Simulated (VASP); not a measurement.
A run of VASP 6.6.1 is set up as follows.

INCAR

```
SYSTEM = K
ALGO = Normal
EDIFF = 1E-7
ENCUT = 520
GGA = PE
ISIF = 2
ISMEAR = -1
LASPH = .TRUE.
LCHARG = .FALSE.
LREAL = .FALSE.
LWAVE = .FALSE.
NBANDS = 10
NELM = 100
PREC = Accurate
SIGMA = 0.001
```

The input KPOINTS:

```
k-points
0
G
  10 10 10
  0 0 0
```

The input POSCAR:

```
K
1.0
    3.9090087601      0.0000000000      0.0000000000
    0.0000000000      3.9090087601      0.0000000000
    0.0000000000      0.0000000000      3.9090087601
K
1
Direct
    0.0000000000      0.0000000000      0.0000000000
```

Potentials or basis: VASP PAW PBE potentials, release 64 (K_sv).

Command:

```sh
$ cat potpaw_PBE.64/K_sv/POTCAR > POTCAR
$ mpirun -np 1 vasp_std > vasp.out
```

Task: Predict the pressure.

Result: 1.3 GPa.
